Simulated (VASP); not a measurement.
**GaN: vibrations by perturbation theory with PBE**

Crystal: GaN.

```xyz
4
Lattice="3.1800 0.0000 0.0000 -1.5900 2.7540 0.0000 0.0000 0.0000 5.1660" Properties=species:S:1:pos:R:3 pbc="T T T"
Ga    0.0000    1.8360    0.0000
Ga    1.5900    0.9180    2.5830
N     0.0000    1.8360    1.9373
N     1.5900    0.9180    4.5203
```

```yaml
Program: VASP 6.6.1
Task: vibrations by perturbation theory
Functional: PBE
Potentials_or_basis: VASP PAW PBE potentials, release 64 (Ga_d, N)
Cutoff: 600 eV
k_mesh: 6 × 6 × 4
Occupations: gaussian, width 0.01 eV
Spin: no spin polarisation
Dipole_correction: no
Further_INCAR_settings: ALGO = Normal; EDIFF = 1e-08; NBANDS = 26; IBRION = 8; NSW = 1
```

```json
{
 "Electronic dielectric tensor (diagonal)": "6.16, 6.16, 6.10",
 "Born charges (mean of the diagonal)": "Ga +2.68; N -2.68 e",
 "Highest phonon frequency at Γ, LO-TO splitting left out": "700 cm⁻¹"
}
```

Phonon frequencies in cm⁻¹ (negative: imaginary):
| q point | frequencies |
| --- | --- |
| (0.000, 0.000, 0.000) | 0 0 0 133 133 338 544 544 545 555 555 700 |

Electronic dielectric tensor:
```
6.16 0.00 0.00
0.00 6.16 0.00
0.00 0.00 6.10
```

Born effective charge tensors (e):
atom 1, Ga
```
2.64 0.00 0.00
0.00 2.64 0.00
0.00 0.00 2.75
```
atom 2, Ga
```
2.64 0.00 0.00
0.00 2.64 0.00
0.00 0.00 2.75
```
atom 3, N
```
-2.64  0.00  0.00
 0.00 -2.64  0.00
 0.00  0.00 -2.75
```
atom 4, N
```
-2.64  0.00  0.00
 0.00 -2.64  0.00
 0.00  0.00 -2.75
```

Run time: 29 min on 1 thread of Intel Xeon 8259CL, with other jobs on the host, peak memory 0.43 GiB.

Caveat: the k points lie up to 0.38 Å⁻¹ apart; the cell stands under pressure or tension, which shifts response properties.
